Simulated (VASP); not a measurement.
# Fe (Im-3m) in VASP: notebook

Fe is run at these levels: PBE; tasks: relaxation of cell and atoms.

Program: VASP 6.6.1. These are calculated values, not measurements. Logs are shortened: lines on timing, memory, paths and dates and some standing lists are left out, and cuts for length are marked.

## (1) The cell of the first run

It takes space group Im-3m (No. 229, cubic). The conventional cell has a = 2.756 Å, b = 2.756 Å, c = 2.756 Å, α = 90.00°, β = 90.00°, γ = 90.00°. Fe (site symmetry m-3m) has 14 Fe at 2.39 to 2.76 Å within 3.2 Å.

## (2) Relaxation of cell and atoms, PBE, collinear spin, ferromagnetic start, target pressure 19 GPa, at which the enthalpy is minimised

The input, INCAR:

```
ALGO     = Normal         # electronic algorithm
EDIFF    = 1E-6           # SCF threshold, eV
EDIFFG   = -0.005         # ionic threshold
ENCUT    = 600            # plane-wave cutoff, eV
GGA      = PE             # functional
IBRION   = 2              # ionic algorithm
ISIF     = 3              # what is computed and relaxed
ISMEAR   = -1             # smearing method
ISPIN    = 2              # spin polarisation
LASPH    = T              # aspherical terms in the spheres
LCHARG   = F              # write CHGCAR
LMAXMIX  = 4              # l up to which the mixer works
LORBIT   = 11             # projections on sites
LREAL    = F              # projectors in reciprocal space
LWAVE    = F              # write WAVECAR
MAGMOM   = 2.5            # initial moments
NELM     = 150            # most SCF steps
NSW      = 32             # ionic steps
PREC     = Accurate       # precision mode
PSTRESS  = 190.0        
SIGMA    = 0.05           # smearing width, eV
```

The input, KPOINTS:

```
k-points
0
Gamma
  19 19 19
```

The input, POSCAR:

```
Fe
1.0
   -1.3777865214      1.3777865214      1.3777865214
    1.3777865214     -1.3777865214      1.3777865214
    1.3777865214      1.3777865214     -1.3777865214
Fe
1
Direct
    0.0000000000      0.0000000000      0.0000000000
```

Potentials or basis: VASP PAW PBE potentials, release 64 (Fe).

On the command line:

```console
> cat potpaw_PBE.64/Fe/POTCAR > POTCAR
> mpirun -np 1 vasp_std > vasp.out
```

OUTCAR:

```text
EDIFF = 1E-6
   EDIFFG = -0.005
   ENCUT = 600
   GGA = PE
   IBRION = 2
   ISIF = 3
   ISMEAR = -1
   ISPIN = 2
   LASPH = T
   LORBIT = 11
   LREAL = F
   NELM = 150
   NSW = 32
   PREC = Accurate
   PSTRESS = 190.0

 ion  position               nearest neighbor table
   1  0.000  0.000  0.000-

  LATTYP: Found a body centered cubic cell.
 ALAT       =     2.7555730428

  Lattice vectors:

 A1 = (  -1.3777865214,   1.3777865214,   1.3777865214)
 A2 = (   1.3777865214,  -1.3777865214,   1.3777865214)
 A3 = (   1.3777865214,   1.3777865214,  -1.3777865214)

Analysis of symmetry for initial positions (statically):
=====================================================================
 Subroutine PRICEL returns:
 Original cell was already a primitive cell.

 Routine SETGRP: Setting up the symmetry group for a
 body centered cubic supercell.

 Subroutine GETGRP returns: Found 48 space group operations
 (whereof 48 operations were pure point group operations)
 out of a pool of 48 trial point group operations.

The static configuration has the point symmetry O_h .

Analysis of symmetry for dynamics (positions and initial velocities):
=====================================================================
 Subroutine PRICEL returns:
 Original cell was already a primitive cell.

 Routine SETGRP: Setting up the symmetry group for a
 body centered cubic supercell.

 Subroutine GETGRP returns: Found 48 space group operations
 (whereof 48 operations were pure point group operations)
 out of a pool of 48 trial point group operations.

The dynamic configuration has the point symmetry O_h .

Analysis of structural, dynamic, and magnetic symmetry:
=====================================================================
 Subroutine PRICEL returns:
 Original cell was already a primitive cell.

 Routine SETGRP: Setting up the symmetry group for a
 body centered cubic supercell.

 Subroutine GETGRP returns: Found 48 space group operations
 (whereof 48 operations were pure point group operations)
 out of a pool of 48 trial point group operations.

The overall configuration has the point symmetry O_h .

 Subroutine INISYM returns: Found 48 space group operations
 (whereof 48 operations are pure point group operations),
 and found     1 'primitive' translations

----------------------------------------------------------------------------------------

                                     Primitive cell

  volume of cell :      10.4618

  direct lattice vectors                    reciprocal lattice vectors
    -1.377786521  1.377786521  1.377786521     0.000000000  0.362900923  0.362900923
     1.377786521 -1.377786521  1.377786521     0.362900923  0.000000000  0.362900923
     1.377786521  1.377786521 -1.377786521     0.362900923  0.362900923  0.000000000

  length of vectors
     2.386396257  2.386396257  2.386396257     0.513219407  0.513219407  0.513219407

  position of ions in fractional coordinates (direct lattice)
     0.000000000  0.000000000  0.000000000

  ion indices of the primitive-cell ions
   primitive index   ion index
                 1           1

----------------------------------------------------------------------------------------

 KPOINTS: k-points

Automatic generation of k-mesh.
 Grid dimensions read from file:
 generate k-points for:   19   19   19

 Generating k-lattice:

  Cartesian coordinates                     Fractional coordinates (reciprocal lattice)
     0.000000000  0.019100049  0.019100049     0.052631579  0.000000000  0.000000000
     0.019100049  0.000000000  0.019100049     0.000000000  0.052631579  0.000000000
     0.019100049  0.019100049  0.000000000     0.000000000  0.000000000  0.052631579

  Length of vectors
     0.027011548  0.027011548  0.027011548

  Shift w.r.t. Gamma in fractional coordinates (k-lattice)
     0.000000000  0.000000000  0.000000000

 Subroutine IBZKPT returns following result:
 ===========================================

 Found    220 irreducible k-points:

 Following reciprocal coordinates:
            Coordinates               Weight
  0.000000  0.000000  0.000000      1.000000
  0.052632  0.000000  0.000000     12.000000
  0.105263  0.000000  0.000000     12.000000
  0.157895  0.000000  0.000000     12.000000
  0.210526  0.000000  0.000000     12.000000
  0.263158  0.000000  0.000000     12.000000
[... 16 lines left out ...]
  0.263158  0.105263  0.000000     48.000000
  0.315789  0.105263  0.000000     48.000000
 [... further k-points ...]
   k-points           NKPTS =    220   k-points in BZ     NKDIM =    220   number of bands    NBANDS=      9
   number of dos      NEDOS =    301   number of ions     NIONS =      1
   total plane-waves  NPLWV =   8000
   dimension x,y,z NGX =    20 NGY =   20 NGZ =   20
   dimension x,y,z NGXF=    40 NGYF=   40 NGZF=   40
   ions per type =               1
   NGX,Y,Z   is equivalent  to a cutoff of  13.93, 13.93, 13.93 a.u.
   NGXF,Y,Z  is equivalent  to a cutoff of  27.87, 27.87, 27.87 a.u.
 SYSTEM =  unknown system
   PREC   = accura    normal or accurate (medium, high low for compatibility)
   ISTART =      0    job   : 0-new  1-cont  2-samecut
   ICHARG =      2    charge: 1-file 2-atom 10-const
   ISPIN  =      2    spin polarized calculation?
   LNONCOLLINEAR =      F non collinear calculations
   LSORBIT =      F    spin-orbit coupling
   LASPH  =      T    aspherical Exc in radial PAW
   ENCUT  =  600.0 eV  44.10 Ry    6.64 a.u.   4.77  4.77  4.77*2*pi/ulx,y,z
   NELM   =    150;   NELMIN=  2; NELMDL= -5     # of ELM steps
   EDIFF  = 0.1E-05   stopping-criterion for ELM
   LREAL  =      F    real-space projection
   EDIFFG = -.5E-02   stopping-criterion for IOM
   NSW    =     32    number of steps for IOM
   IBRION =      2    ionic relax: 0-MD 1-quasi-New 2-CG
   NFREE  =      1    steps in history (QN), initial steepest desc. (CG)
   ISIF   =      3    stress and relaxation
   ISYM   =      2    0-nonsym 1-usesym 2-fastsym
   POTIM  = 0.5000    time-step for ionic-motion
   TEBEG  =    0.0;   TEEND  =   0.0 temperature during run
   PSTRESS=  190.0 pullay stress
   NELECT =       8.0000    total number of electrons
   NUPDOWN=      -1.0000    fix difference up-down
   EMIN   =  10.00;   EMAX   =-10.00  energy-range for DOS
   EFERMI =   0.00;   METHOD = LEGACY
   ISMEAR =    -1;   SIGMA  =   0.05  broadening in eV -4-tet -1-fermi 0-gaus
   EFERMI_NEDOS =   21; number of points for ismear=-14 and -15
   IALGO  =     38    algorithm
   IMIX   =      4    mixing-type and parameters
     AMIX     =   0.40;   BMIX     =  1.00
     AMIX_MAG =   1.60;   BMIX_MAG =  1.00
  volume/ion in A,a.u.               =      10.46        70.60
  Fermi-wavevector in a.u.,A,eV,Ry     =   1.497050  2.829014 30.492805  2.241158
  Thomas-Fermi vector in A             =   2.608988
   LORBIT       =     11    0 simple, 1 ext, 2 COOP (PROOUT), +10 PAW based schemes
   GGA     = PE    functional components
   LHFCALC =     F    Hartree Fock is set to
   AEXX    =    0.0000 exact exchange contribution
   IVDW    =     0    specifies the selected vdW correction
   LEPSILON=     F    determine dielectric tensor
   LRPA    =     F    only Hartree local field effects (RPA)
 conjugate gradient relaxation of ions
 spin polarized calculation
  energy-cutoff  :      600.00
  volume of cell :       10.46
 maximum number of plane-waves:       370
   NGX =  9   NGY =  9   NGZ =  9

--------------------------------------- Ionic step        1  -------------------------------------------

 number of electron       7.9999995 magnetization       2.0404990

 Free energy of the ion-electron system (eV)
  ---------------------------------------------------
  ext. energy  EPLUGINS =         0.00000000
  ---------------------------------------------------
  free energy    TOTEN  =        -8.19685091 eV

  energy without entropy =       -8.18815903  energy(sigma->0) =       -8.19250497

------------------------ aborting loop because EDIFF is reached ----------------------------------------

  FORCE on cell =-STRESS in cart. coord.  units (eV):
  Direction    XX          YY          ZZ          XY          YZ          ZX
  --------------------------------------------------------------------------------------
  -------------------------------------------------------------------------------------
  Total        1.2063368      1.2063368      1.2063368      0.0000000     -0.0000000      0.0000000
  in kB      184.7452956    184.7452956    184.7452956      0.0000000     -0.0000000      0.0000000
  external PRESSURE =      -5.2547044 kB  Pullay stress =     190.0000000 kB
[... 59 lines left out ...]
  enthalpy is  TOTEN    =        -6.9561316502 eV   P V=        1.2344979285

--------------------------------------- Ionic step        3  -------------------------------------------

 number of electron       7.9999995 magnetization       2.0375700

 Free energy of the ion-electron system (eV)
  ---------------------------------------------------
  ext. energy  EPLUGINS =         0.00000000
  ---------------------------------------------------
  free energy    TOTEN  =        -8.19480064 eV

  energy without entropy =       -8.18613278  energy(sigma->0) =       -8.19046671

 E-fermi :   6.7868     XC(G=0): -13.6024

 val. band max:        6.7779428190   @ k =  -0.2105   0.2105   0.1579
 cond. band min:       6.7871589718   @ k =  -0.3158   0.3684   0.2632
 fundamental gap:      0.0092161528
 Fermi energy:         6.7867853133

 spin component 1

 k-point     1 :       0.0000    0.0000    0.0000
  band No.  band energies     occupation
      1      -2.2092      1.00000
      2       4.2861      1.00000
      3       4.2861      1.00000
      4       4.2861      1.00000
      5       5.6616      1.00000
      6       5.6616      1.00000
      7      32.5725      0.00000
      8      32.5725      0.00000
      9      32.5725      0.00000
[... 265 lines left out ...]
 k-point    24 :       0.3158    0.1053    0.0000
  band No.  band energies     occupation
      1       1.5523      1.00000
      2       3.2598      1.00000
      3       4.4850      1.00000
      4       5.6333      1.00000
      5       6.0390      1.00000
      6       7.4968      0.00000
      7      18.3555      0.00000
      8      24.7228      0.00000
      9      28.4187      0.00000

 [... further k-points ...]

 spin component 2

 k-point     1 :       0.0000    0.0000    0.0000
  band No.  band energies     occupation
      1      -2.0229      1.00000
      2       6.0233      1.00000
      3       6.0234      1.00000
      4       6.0234      1.00000
      5       8.2976      0.00000
      6       8.2978      0.00000
      7      32.3716      0.00000
      8      32.3716      0.00000
      9      32.3716      0.00000
[... 304 lines left out ...]
  FREE ENERGIE OF THE ION-ELECTRON SYSTEM (eV)
  ---------------------------------------------------
  free  energy   TOTEN  =        -8.1948006430 eV

  energy  without entropy=       -8.1861327821  energy(sigma->0) =       -8.19046671

  enthalpy is  TOTEN    =        -6.9562274552 eV   P V=        1.2385731878

 reached required accuracy - stopping structural energy minimisation

 total charge

# of ion       s       p       d       tot
------------------------------------------
    1        0.525   0.621   6.312   7.458

 magnetization (x)

# of ion       s       p       d       tot
------------------------------------------
    1       -0.013  -0.055   2.087   2.020
```

Run time: 35 s. Hardware: 1 thread of Intel Xeon 6975P-C (Granite Rapids), shared host; peak memory 0.17 GiB.

What came out:

```yaml
Free_energy: -8.1948 eV
Relaxed_volume: 10.44 Å³/atom
Relaxed_cell: a = 2.385 Å, b = 2.385 Å, c = 2.385 Å, α = 109.47°, β = 109.47°, γ = 109.47°
Space_group_after_relaxing_to_0.1_Å: Im-3m (No. 229)
Energy_change_on_relaxing_the_run_minimises_the_enthalpy: +2.1 meV/atom
Ionic_steps: 3
Pressure_after_relaxing: 19.0 GPa
Band_gap_on_the_k_mesh: zero (filled and empty bands overlap)
Net_moment: 2.04 μB per cell
Site_moments: Fe +2.02 μB
Valence_electrons_inside_the_program's_atomic_spheres: Fe 7.46
```

The path:
```csv
step,energy change (eV),largest force (eV/Å),pressure (GPa),volume (Å³)
1,0.0000,0.0000,18.47,10.46
2,0.0062,0.0000,19.89,10.41
3,0.0021,0.0000,19.04,10.44
```

Final structure:
```
CELL_PARAMETERS angstrom
-1.37702 1.37702 1.37702
1.37702 -1.37702 1.37702
1.37702 1.37702 -1.37702
ATOMIC_POSITIONS crystal
Fe 0.00000 0.00000 0.00000
```

Levels at points of the mesh, in eV from the Fermi level:
Spin up:
```csv
k point,band 2,band 3,band 4,band 5,band 6,band 7,band 8,band 9
"(0.00, 0.00, 0.00)",-2.50,-2.50,-2.50,-1.13,-1.13,25.79,25.79,25.79
```
Spin down:
```csv
k point,band 1,band 2,band 3,band 4,band 5,band 6
"(0.00, 0.00, 0.00)",-8.81,-0.76,-0.76,-0.76,1.51,1.51
```

Caveat: the cell is relaxed towards a set pressure, so the run minimises the enthalpy, not the energy.

(Part 1 of 2 ends here.)
